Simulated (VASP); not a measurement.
# Ca (P6_3/mmc) in VASP: notebook, part 2 of 2

VASP 6.6.1. The steps go on from the part before.

## (3) Single point, LDA (volume scaled by 0.92)

File INCAR:

```
SYSTEM = Ca
ALGO = Normal
EDIFF = 1E-6
ENCUT = 520
GGA = CA
ISIF = 2
ISMEAR = -1
LASPH = .True.
LCHARG = .True.
LELF = .True.
LREAL = .False.
LVHAR = .True.
LWAVE = .False.
NBANDS = 17
NELM = 80
PREC = Accurate
SIGMA = 0.1
```

File KPOINTS:

```
k-points
0
Gamma
  11 11 6
  0 0 0
```

File POSCAR:

```
Ca
1.0
    3.6702692074      0.0000000000      0.0000000000
   -1.8351346037      3.1785463724      0.0000000000
    0.0000000000      0.0000000000      6.0467472753
Ca
2
Direct
    0.3333333333      0.6666666667      0.2500000000
    0.6666666667      0.3333333333      0.7500000000
```

Potentials or basis: VASP PAW LDA potentials, release 64 (Ca_sv).

Command:

```console
$ cat potpaw_LDA.64/Ca_sv/POTCAR > POTCAR
$ mpirun -np 1 vasp_std > vasp.out
```

Wall time 34 s (1 thread of AMD EPYC 9R45 (Zen 5), shared host); peak memory 0.17 GiB.

Results (log left out):

| Property | Result |
| --- | --- |
| Free energy | -4.4098 eV |
| Pressure | 1.8 GPa |
| Band gap on the k mesh | zero (band 10 reaches 2.69 eV, above the bottom of band 11 at 2.52 eV) |

Levels at points of the mesh, in eV from the Fermi level:
| k point | band 6 | band 7 | band 8 | band 9 | band 10 | band 11 | band 12 | band 13 | band 14 | band 15 |
| --- | --- | --- | --- | --- | --- | --- | --- | --- | --- | --- |
| (0.00, 0.00, 0.00) | -22.33 | -22.33 | -22.32 | -4.34 | -1.17 | 0.03 | 2.37 | 2.43 | 2.43 | 2.80 |
| (0.00, 0.00, 0.50) | -22.35 | -22.35 | -22.35 | -3.18 | -3.18 | 1.41 | 1.41 | 2.42 | 2.42 | 2.42 |

## (4) Single point, LDA (volume scaled by 0.96)

File INCAR:

```
PREC = Accurate ; ENCUT = 520
EDIFF = 1E-7 ; ISMEAR = -1
SIGMA = 0.1 ; LREAL = F
LASPH = T ; NELM = 80
ALGO = Normal ; ISIF = 2
LWAVE = F ; LCHARG = F
GGA = CA ; NBANDS = 17
```

File KPOINTS:

```
regular mesh
0
Gamma
  11 11 6
```

File POSCAR:

```
Ca
1.0
    3.7227087095      0.0000000000      0.0000000000
   -1.8613543548      3.2239603134      0.0000000000
    0.0000000000      0.0000000000      6.1331410515
Ca
2
Direct
    0.3333333333      0.6666666667      0.2500000000
    0.6666666667      0.3333333333      0.7500000000
```

Potentials or basis: VASP PAW LDA potentials, release 64 (Ca_sv).

Command:

```console
$ cat potpaw_LDA.64/Ca_sv/POTCAR > POTCAR
$ mpirun -np 1 vasp_std > vasp.out
```

OUTCAR:

```text
PREC = Accurate
   ENCUT = 520
   EDIFF = 1E-7
   ISMEAR = -1
   LREAL = F
   LASPH = T
   NELM = 80
   ISIF = 2
   GGA = CA

 ion  position               nearest neighbor table
   1  0.333  0.667  0.250-
   2  0.667  0.333  0.750-

  LATTYP: Found a hexagonal cell.
 ALAT       =     3.7227087095
 C/A-ratio  =     1.6474942119

  Lattice vectors:

[... 664 lines left out ...]
     16       5.3954      0.00000
     17       5.6317      0.00000

 [... further k-points ...]

------------------------ aborting loop because EDIFF is reached ----------------------------------------

  FORCE on cell =-STRESS in cart. coord.  units (eV):
  Direction    XX          YY          ZZ          XY          YZ          ZX
  --------------------------------------------------------------------------------------
  -------------------------------------------------------------------------------------
  Total        0.3824799      0.3824799      0.3808771     -0.0000000      0.0000000     -0.0000000
  in kB        8.3250622      8.3250622      8.2901768     -0.0000000      0.0000000     -0.0000000
  external PRESSURE =       8.3134338 kB  Pullay stress =       0.0000000 kB

 VOLUME and BASIS-vectors are now :
 -----------------------------------------------------------------------------
  energy-cutoff  :      520.00
  volume of cell :       73.61
      direct lattice vectors                 reciprocal lattice vectors
     3.722708709  0.000000000  0.000000000     0.268621608  0.155088758  0.000000000
    -1.861354355  3.223960313  0.000000000     0.000000000  0.310177515  0.000000000
     0.000000000  0.000000000  6.133141051     0.000000000  0.000000000  0.163048590

 POSITION                                       TOTAL-FORCE (eV/Angst)
 -----------------------------------------------------------------------------------
     -0.00000      2.14931      1.53329        -0.000000      0.000000      0.000000
      1.86135      1.07465      4.59986         0.000000      0.000000      0.000000
 -----------------------------------------------------------------------------------
    total drift:                               -0.000000      0.000000     -0.000000

  FREE ENERGIE OF THE ION-ELECTRON SYSTEM (eV)
  ---------------------------------------------------
  free  energy   TOTEN  =        -4.4355544485 eV

  energy  without entropy=       -4.3514736262  energy(sigma->0) =       -4.39351404
```

OSZICAR:

```text
N       E                     dE             d eps       ncg     rms          rms(c)
DAV:   1     0.175322923371E+03    0.17532E+03   -0.10250E+04  2176   0.108E+03
DAV:   2     0.484194184452E+01   -0.17048E+03   -0.16830E+03  2442   0.320E+02
DAV:   3    -0.422413860930E+01   -0.90661E+01   -0.89832E+01  4237   0.554E+01
DAV:   4    -0.447449118264E+01   -0.25035E+00   -0.24961E+00  2644   0.986E+00
DAV:   5    -0.448599390454E+01   -0.11503E-01   -0.11500E-01  3736   0.136E+00    0.307E+00
DAV:   6    -0.444869490421E+01    0.37299E-01   -0.36482E-02  2632   0.173E+00    0.186E+00
DAV:   7    -0.443648254742E+01    0.12212E-01   -0.43108E-02  2773   0.206E+00    0.145E-01
DAV:   8    -0.443553445468E+01    0.94809E-03   -0.46773E-03  2676   0.577E-01    0.179E-02
DAV:   9    -0.443555454955E+01   -0.20095E-04   -0.31396E-04  3686   0.903E-02    0.210E-02
DAV:  10    -0.443555449425E+01    0.55301E-07   -0.26513E-05  2638   0.537E-02    0.105E-02
DAV:  11    -0.443555455859E+01   -0.64336E-07   -0.30413E-06  2902   0.186E-02    0.342E-03
DAV:  12    -0.443555445144E+01    0.10715E-06   -0.10906E-07  2465   0.253E-03    0.876E-04
DAV:  13    -0.443555444851E+01    0.29274E-08   -0.27331E-08  1832   0.153E-03
   1 F= -.44355544E+01 E0= -.43935140E+01  d E =-.840808E-01
```

Run time: 38 s. Hardware: 1 thread of AMD EPYC 9R45 (Zen 5), shared host; peak memory 0.17 GiB.

What came out:

```yaml
Free_energy: -4.4356 eV
Pressure: 0.8 GPa
Band_gap_on_the_k_mesh: zero (band 10 reaches 2.52 eV, above the bottom of band 11 at 2.32 eV)
```

Levels at points of the mesh, in eV from the Fermi level:
| k point | band 6 | band 7 | band 8 | band 9 | band 10 | band 11 | band 12 | band 13 | band 14 | band 15 |
| --- | --- | --- | --- | --- | --- | --- | --- | --- | --- | --- |
| (0.00, 0.00, 0.00) | -22.44 | -22.44 | -22.43 | -4.28 | -1.15 | -0.03 | 2.32 | 2.37 | 2.37 | 2.72 |
| (0.00, 0.00, 0.50) | -22.46 | -22.46 | -22.46 | -3.15 | -3.15 | 1.39 | 1.39 | 2.36 | 2.36 | 2.36 |

## (5) The runs side by side

| cell | gap on the mesh (eV) | pressure (GPa) |
| --- | --- | --- |
| a = 3.616, b = 3.616, c = 5.958 Å, angles 90.0, 90.0, 120.0°, 2 atoms | none | 3.0 |
| a = 3.670, b = 3.670, c = 6.047 Å, angles 90.0, 90.0, 120.0°, 2 atoms | none | 1.8 |
| a = 3.723, b = 3.723, c = 6.133 Å, angles 90.0, 90.0, 120.0°, 2 atoms | none | 0.8 |

Alike in all rows: task single point; level LDA; potentials or basis VASP PAW LDA potentials, release 64 (Ca_sv); no spin polarisation; k mesh 11 × 11 × 6; cutoff (eV) 520; smearing fermi-dirac 0.1 eV.

Total energies depend on the potentials used, so only differences within one code and one set of settings carry meaning.
